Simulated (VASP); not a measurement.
# Si (P-1) in VASP: single point with LDA

Aim: the single point of Si with LDA.

Program: VASP 6.6.1. These are calculated values, not measurements. Logs are shortened: lines on timing, memory, paths and dates and some standing lists are left out, and cuts for length are marked.

**1. The cell of the first run**

The typed cell holds 2 atoms: a = 2.651 Å, b = 2.651 Å, c = 4.542 Å, α = 90.00°, β = 90.00°, γ = 120.00°.

**2. Single point, LDA (atom 1 (Si) moved by (-0.300, -0.600) A along x and z)**

Contents of INCAR:

```
  PREC = Accurate
  ENCUT = 520
  EDIFF = 1E-7
  ISMEAR = 0
  SIGMA = 0.15
  LREAL = F
  LASPH = T
  NELM = 80
  ALGO = Normal
  ISIF = 2
  LWAVE = F
  LCHARG = F
  NBANDS = 11
```

Contents of KPOINTS:

```
regular mesh
0
Gamma
  24 24 14
```

Contents of POSCAR:

```
Si
1.0
    2.6510666862      0.0000000000      0.0000000000
   -1.3255333431      2.2958910974      0.0000000000
    0.0000000000      0.0000000000      4.5417424135
Si
2
Direct
    0.2201713365      0.6666666667      0.1178921116
    0.6666666667      0.3333333333      0.7500000000
```

Potentials or basis: VASP PAW LDA potentials, release 64 (Si).

The run is started by

```sh
> cat potpaw_LDA.64/Si/POTCAR > POTCAR
> mpirun -np 1 vasp_std > vasp.out
```

OUTCAR:

```text
PREC = Accurate
   ENCUT = 520
   EDIFF = 1E-7
   ISMEAR = 0
   LREAL = F
   LASPH = T
   NELM = 80
   ISIF = 2

 ion  position               nearest neighbor table
   1  0.220  0.667  0.118-   2 2.10   2 2.29   2 2.45   2 3.14
   2  0.667  0.333  0.750-   1 2.10   1 2.29   1 2.45   1 3.14

  LATTYP: Found a hexagonal cell.
 ALAT       =     2.6510666862
 C/A-ratio  =     1.7131754690

  Lattice vectors:

 A1 = (   2.6510666862,   0.0000000000,   0.0000000000)
 A2 = (  -1.3255333431,   2.2958910974,   0.0000000000)
 A3 = (   0.0000000000,   0.0000000000,   4.5417424135)

Analysis of symmetry for initial positions (statically):
=====================================================================
 Subroutine PRICEL returns:
 Original cell was already a primitive cell.

 Routine SETGRP: Setting up the symmetry group for a
 hexagonal supercell.

 Subroutine GETGRP returns: Found  2 space group operations
 (whereof  1 operations were pure point group operations)
 out of a pool of 24 trial point group operations.

The static configuration has the point symmetry C_1 .
 The point group associated with its full space group is S_2 .

Analysis of symmetry for dynamics (positions and initial velocities):
=====================================================================
 Subroutine PRICEL returns:
 Original cell was already a primitive cell.

 Routine SETGRP: Setting up the symmetry group for a
 hexagonal supercell.

 Subroutine GETGRP returns: Found  2 space group operations
 (whereof  1 operations were pure point group operations)
 out of a pool of 24 trial point group operations.

The dynamic configuration has the point symmetry C_1 .
 The point group associated with its full space group is S_2 .

 Subroutine INISYM returns: Found  2 space group operations
 (whereof  1 operations are pure point group operations),
 and found     1 'primitive' translations

----------------------------------------------------------------------------------------

                                     Primitive cell

  volume of cell :      27.6436

  direct lattice vectors                    reciprocal lattice vectors
     2.651066686  0.000000000  0.000000000     0.377206656  0.217780364  0.000000000
    -1.325533343  2.295891097  0.000000000     0.000000000  0.435560729  0.000000000
     0.000000000  0.000000000  4.541742413     0.000000000  0.000000000  0.220179814

  length of vectors
     2.651066686  2.651066686  4.541742413     0.435560729  0.435560729  0.220179814

  position of ions in fractional coordinates (direct lattice)
     0.220171337  0.666666667  0.117892112
     0.666666667  0.333333333  0.750000000

  ion indices of the primitive-cell ions
   primitive index   ion index
                 1           1
                 2           2

----------------------------------------------------------------------------------------

 KPOINTS: regular mesh

Automatic generation of k-mesh.
 Grid dimensions read from file:
 generate k-points for:   24   24   14

 Generating k-lattice:

  Cartesian coordinates                     Fractional coordinates (reciprocal lattice)
     0.015716944  0.009074182  0.000000000     0.041666667 -0.000000000  0.000000000
     0.000000000  0.018148364  0.000000000     0.000000000  0.041666667  0.000000000
     0.000000000  0.000000000  0.015727130     0.000000000  0.000000000  0.071428571

  Length of vectors
     0.018148364  0.018148364  0.015727130

  Shift w.r.t. Gamma in fractional coordinates (k-lattice)
     0.000000000  0.000000000  0.000000000

 Subroutine IBZKPT returns following result:
 ===========================================

 Found   4036 irreducible k-points:

 Following reciprocal coordinates:
            Coordinates               Weight
  0.000000  0.000000  0.000000      1.000000
  0.041667 -0.000000  0.000000      2.000000
  0.000000  0.041667  0.000000      2.000000
 -0.041667  0.041667  0.000000      2.000000
  0.083333 -0.000000  0.000000      2.000000
  0.000000  0.083333  0.000000      2.000000
[... 16 lines left out ...]
  0.333333 -0.000000  0.000000      2.000000
  0.000000  0.333333  0.000000      2.000000
 [... further k-points ...]
   k-points           NKPTS =   4036   k-points in BZ     NKDIM =   4036   number of bands    NBANDS=     11
   number of dos      NEDOS =    301   number of ions     NIONS =      2
   total plane-waves  NPLWV =  14400
   dimension x,y,z NGX =    20 NGY =   20 NGZ =   36
   dimension x,y,z NGXF=    40 NGYF=   40 NGZF=   72
   ions per type =               2
   NGX,Y,Z   is equivalent  to a cutoff of  12.54, 12.54, 13.18 a.u.
   NGXF,Y,Z  is equivalent  to a cutoff of  25.08, 25.08, 26.35 a.u.
 SYSTEM =  unknown system
   PREC   = accura    normal or accurate (medium, high low for compatibility)
   ISTART =      0    job   : 0-new  1-cont  2-samecut
   ICHARG =      2    charge: 1-file 2-atom 10-const
   ISPIN  =      1    spin polarized calculation?
   LNONCOLLINEAR =      F non collinear calculations
   LSORBIT =      F    spin-orbit coupling
   LASPH  =      T    aspherical Exc in radial PAW
   ENCUT  =  520.0 eV  38.22 Ry    6.18 a.u.   4.93  4.93  8.44*2*pi/ulx,y,z
   NELM   =     80;   NELMIN=  2; NELMDL= -5     # of ELM steps
   EDIFF  = 0.1E-06   stopping-criterion for ELM
   LREAL  =      F    real-space projection
   EDIFFG = 0.1E-05   stopping-criterion for IOM
   NSW    =      0    number of steps for IOM
   IBRION =     -1    ionic relax: 0-MD 1-quasi-New 2-CG
   NFREE  =      0    steps in history (QN), initial steepest desc. (CG)
   ISIF   =      2    stress and relaxation
   ISYM   =      2    0-nonsym 1-usesym 2-fastsym
   POTIM  = 0.5000    time-step for ionic-motion
   TEBEG  =    0.0;   TEEND  =   0.0 temperature during run
   PSTRESS=    0.0 pullay stress
   NELECT =       8.0000    total number of electrons
   NUPDOWN=      -1.0000    fix difference up-down
   EMIN   =  10.00;   EMAX   =-10.00  energy-range for DOS
   EFERMI =   0.00;   METHOD = LEGACY
   ISMEAR =     0;   SIGMA  =   0.15  broadening in eV -4-tet -1-fermi 0-gaus
   EFERMI_NEDOS =   21; number of points for ismear=-14 and -15
   IALGO  =     38    algorithm
   IMIX   =      4    mixing-type and parameters
     AMIX     =   0.40;   BMIX     =  1.00
     AMIX_MAG =   1.60;   BMIX_MAG =  1.00
  volume/ion in A,a.u.               =      13.82        93.27
  Fermi-wavevector in a.u.,A,eV,Ry     =   1.082863  2.046314 15.954074  1.172591
  Thomas-Fermi vector in A             =   2.218915
   LORBIT       =      0    0 simple, 1 ext, 2 COOP (PROOUT), +10 PAW based schemes
   GGA     = CA    functional components
   LHFCALC =     F    Hartree Fock is set to
   AEXX    =    0.0000 exact exchange contribution
   IVDW    =     0    specifies the selected vdW correction
   LEPSILON=     F    determine dielectric tensor
   LRPA    =     F    only Hartree local field effects (RPA)
 non-spin polarized calculation
 Gauss-broadening in eV      SIGMA  =   0.15
  energy-cutoff  :      520.00
  volume of cell :       27.64
 maximum number of plane-waves:       771
   NGX =  9   NGY =  9   NGZ = 17

 number of electron       8.0000000 magnetization

 Free energy of the ion-electron system (eV)
  ---------------------------------------------------
  ext. energy  EPLUGINS =         0.00000000
  ---------------------------------------------------
  free energy    TOTEN  =        -9.97172602 eV

  energy without entropy =       -9.96213569  energy(sigma->0) =       -9.96693085

 E-fermi :  10.3520     XC(G=0): -11.2848

 val. band max:       10.3504259604   @ k =   0.4167   0.3333   0.1429
 cond. band min:      10.3528168078   @ k =   0.2500  -0.3750  -0.3571
 fundamental gap:      0.0023908475
 Fermi energy:        10.3519907834

 k-point     1 :       0.0000    0.0000    0.0000
  band No.  band energies     occupation
      1      -5.3394      2.00000
      2       2.3349      2.00000
      3       4.1607      2.00000
      4      17.5538      0.00000
      5      18.8145      0.00000
      6      19.3518      0.00000
      7      20.2957      0.00000
      8      20.6191      0.00000
      9      21.9853      0.00000
     10      23.3951      0.00000
     11      24.8941      0.00000

 k-point     2 :       0.0417   -0.0000    0.0000
  band No.  band energies     occupation
      1      -5.2922      2.00000
      2       2.3813      2.00000
      3       4.2056      2.00000
      4      16.9580      0.00000
      5      18.1183      0.00000
      6      19.9595      0.00000
      7      20.1846      0.00000
      8      20.6732      0.00000
      9      22.5103      0.00000
     10      23.3292      0.00000
     11      24.1308      0.00000

 k-point     3 :       0.0000    0.0417    0.0000
  band No.  band energies     occupation
      1      -5.2922      2.00000
      2       2.3814      2.00000
      3       4.2054      2.00000
      4      16.9607      0.00000
      5      18.2494      0.00000
      6      19.3911      0.00000
      7      20.3976      0.00000
      8      20.9796      0.00000
      9      22.4138      0.00000
     10      23.2646      0.00000
     11      24.2779      0.00000

 k-point     4 :      -0.0417    0.0417    0.0000
  band No.  band energies     occupation
      1      -5.2923      2.00000
      2       2.3815      2.00000
      3       4.2052      2.00000
      4      17.1689      0.00000
      5      17.8119      0.00000
      6      19.5533      0.00000
      7      20.5489      0.00000
      8      21.1021      0.00000
      9      22.2189      0.00000
     10      23.0984      0.00000
     11      24.3703      0.00000

 k-point     5 :       0.0833   -0.0000    0.0000
  band No.  band energies     occupation
      1      -5.1506      2.00000
      2       2.5202      2.00000
      3       4.3402      2.00000
      4      15.6610      0.00000
      5      17.2566      0.00000
      6      19.3276      0.00000
      7      20.9991      0.00000
      8      21.1597      0.00000
      9      22.6328      0.00000
     10      23.2613      0.00000
     11      23.5397      0.00000
[... 211 lines left out ...]
 k-point    21 :       0.0000    0.2917    0.0000
  band No.  band energies     occupation
      1      -3.0449      2.00000
      2       4.5544      2.00000
      3       6.3278      2.00000
      4       7.9145      2.00000
      5      14.2291      0.00000
      6      15.1167      0.00000
      7      16.2989      0.00000
      8      17.1905      0.00000
      9      21.2130      0.00000
     10      23.2709      0.00000
     11      24.2098      0.00000

 k-point    22 :      -0.2917    0.2917    0.0000
  band No.  band energies     occupation
      1      -3.0504      2.00000
      2       4.5774      2.00000
      3       6.2948      2.00000
      4       7.9543      2.00000
      5      13.9430      0.00000
      6      15.0233      0.00000
      7      16.7225      0.00000
      8      17.4355      0.00000
      9      20.8968      0.00000
     10      23.5147      0.00000
     11      23.9268      0.00000

 k-point    23 :       0.3333   -0.0000    0.0000
  band No.  band energies     occupation
      1      -2.3447      2.00000
      2       5.0809      2.00000
      3       6.6023      2.00000
      4       7.0102      2.00000
      5      13.7747      0.00000
      6      13.8871      0.00000
      7      15.4798      0.00000
      8      16.2563      0.00000
      9      20.5596      0.00000
     10      23.3072      0.00000
     11      23.8328      0.00000

 k-point    24 :       0.0000    0.3333    0.0000
  band No.  band energies     occupation
      1      -2.3501      2.00000
      2       5.1295      2.00000
      3       6.5240      2.00000
      4       7.0405      2.00000
      5      13.7619      0.00000
      6      13.8906      0.00000
      7      15.6880      0.00000
      8      16.0118      0.00000
      9      20.8939      0.00000
     10      23.0426      0.00000
     11      24.1240      0.00000

 [... further k-points ...]

------------------------ aborting loop because EDIFF is reached ----------------------------------------

  FORCE on cell =-STRESS in cart. coord.  units (eV):
  Direction    XX          YY          ZZ          XY          YZ          ZX
  --------------------------------------------------------------------------------------
  -------------------------------------------------------------------------------------
  Total        3.2100267      3.3594914      6.6033977      1.1402307      0.8948086      2.0358557
  in kB      186.0479066    194.7106377    382.7221533     66.0859082     51.8616452    117.9948714
  external PRESSURE =     254.4935659 kB  Pullay stress =       0.0000000 kB

 VOLUME and BASIS-vectors are now :
 -----------------------------------------------------------------------------
  energy-cutoff  :      520.00
  volume of cell :       27.64
      direct lattice vectors                 reciprocal lattice vectors
     2.651066686  0.000000000  0.000000000     0.377206656  0.217780364  0.000000000
    -1.325533343  2.295891097  0.000000000     0.000000000  0.435560729  0.000000000
     0.000000000  0.000000000  4.541742413     0.000000000  0.000000000  0.220179814

 POSITION                                       TOTAL-FORCE (eV/Angst)
 -----------------------------------------------------------------------------------
     -0.30000      1.53059      0.53544         1.021908      0.445383      4.966725
      1.32553      0.76530      3.40631        -1.021908     -0.445383     -4.966725
 -----------------------------------------------------------------------------------
    total drift:                               -0.000000     -0.000008      0.000001

  FREE ENERGIE OF THE ION-ELECTRON SYSTEM (eV)
  ---------------------------------------------------
  free  energy   TOTEN  =        -9.9717260157 eV

  energy  without entropy=       -9.9621356861  energy(sigma->0) =       -9.96693085
```

Wall time 6.1 min (1 thread of Intel Xeon 6975P-C (Granite Rapids), shared host); peak memory 0.96 GiB.

What came out:

| Quantity | Value |
| --- | --- |
| Free energy | -9.9717 eV |
| Pressure | 25.4 GPa |
| Largest force | 5.090 eV/Å |
| Band gap on the k mesh | zero (bands 4 and 5 overlap by 9.94 eV) |

Forces on the atoms (eV/Å):
```
Si   1.022  0.445  4.967
Si  -1.022 -0.445 -4.967
```

Levels at points of the mesh, in eV from the Fermi level:
```tsv
k point	band 1	band 2	band 3	band 4	band 5	band 6	band 7	band 8	band 9
(0.00, 0.00, 0.00)	-15.69	-8.02	-6.19	7.20	8.46	9.00	9.94	10.27	11.63
(0.50, 0.00, 0.00)	-9.09	-8.98	-1.60	-1.53	0.36	0.65	2.79	5.11	9.61
(0.00, 0.50, 0.00)	-9.36	-8.69	-1.64	-1.47	-0.23	1.26	2.91	4.86	9.96
(0.50, 0.50, 0.00)	-9.54	-8.47	-1.66	-1.41	-0.63	1.75	2.61	5.28	9.62
(0.00, 0.00, 0.50)	-15.27	-10.78	-0.34	2.39	7.45	8.80	9.27	10.43	11.98
(0.50, 0.00, 0.50)	-8.72	-8.62	-4.11	-3.98	3.03	4.50	5.52	6.51	7.73
(0.00, 0.50, 0.50)	-8.99	-8.32	-4.26	-3.86	2.99	4.64	5.26	6.62	7.78
(0.50, 0.50, 0.50)	-9.18	-8.08	-4.38	-3.77	2.79	4.87	4.96	7.02	7.69
```

Caveat: the cell differs from its parent crystal (atom 1 (Si) moved by (-0.300, -0.600) A along x and z); the stress differs along the axes, from 19 to 38 GPa; forces of over 1 eV/Å act on the atoms, so gaps and moduli don't describe the material at rest.
